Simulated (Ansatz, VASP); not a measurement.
Given: the input of a run of Ansatz 0.2.0 on Ca.

input.yaml

```yaml
crystal:
  lattice:
    - [3.8460739625, 0.0, 0.0]
    - [-1.5604914631, 3.5152740033, 0.0]
    - [0.0, 0.0, 24.5634691924]
  atoms:
    - { symbol: Ca, position: [0.137289488, 0.862710512, 0.3053314636] }
    - { symbol: Ca, position: [0.5621491467, 0.4378508533, 0.4351104879] }
    - { symbol: Ca, position: [0.9870088054, 0.0129911946, 0.5648895121] }
    - { symbol: Ca, position: [0.4118684641, 0.5881315359, 0.6946685364] }
kpoints:
  mp_grid: { grid: [8, 8, 1] }
scf:
  occupations: { method: fermi_dirac, width: 0.05 }
hamiltonian:
  xc: pbe
  pseudopotentials: { kind: all_electron, lapw: { basis_error: 0.001 } }
output:
  forces: true
  stress: true
  eigenvalues: true
  populations: true
```

Potentials or basis: all-electron LAPW, scalar-relativistic.

Command:

```sh
$ ansatz run input.yaml --threads 4 --pin off --max-ram 14336MiB --backend cpu --events-out ev --progress --plain --runs-dir out
```

Task: Set up the same calculation for VASP 6.6.1. Potentials there: VASP PAW PBE potentials, release 64 (Ca_sv).

Result: As run (the cutoff follows the program's own potentials):

File INCAR:

```
SYSTEM = Ca
PREC = Accurate
ENCUT = 520
EDIFF = 1E-7
ISMEAR = -1
SIGMA = 0.05
LREAL = .FALSE.
LASPH = .TRUE.
NELM = 80
ALGO = Normal
ISIF = 2
LWAVE = .FALSE.
LCHARG = .FALSE.
GGA = PE
NBANDS = 28
```

File KPOINTS:

```
Automatic mesh
0
G
  8 8 1
  0 0 0
```

POSCAR

```
Ca
1.0
    3.8460739625      0.0000000000      0.0000000000
   -1.5604914631      3.5152740033      0.0000000000
    0.0000000000      0.0000000000     24.5634691924
Ca
4
Direct
    0.1372894880      0.8627105120      0.3053314636
    0.5621491467      0.4378508533      0.4351104879
    0.9870088054      0.0129911946      0.5648895121
    0.4118684641      0.5881315359      0.6946685364
```

Potentials or basis: VASP PAW PBE potentials, release 64 (Ca_sv).

The run is started by

```console
$ cat potpaw_PBE.64/Ca_sv/POTCAR > POTCAR
$ mpirun -np 1 vasp_std > vasp.out
```

Both were run:

|  | VASP | Ansatz | Ansatz less VASP |
| --- | --- | --- | --- |
| gap on the k mesh at the Fermi level (eV) | none | none | - |
| rms of the force components (eV/Å) | 0.048 | 0.050 | +0.0012 |

Atom by atom the forces differ by 0.001 eV/Å (rms over components). A gap of «none» marks a metal or a gap that the smearing closes. Ansatz ran all-electron here, and VASP with PAW potentials.
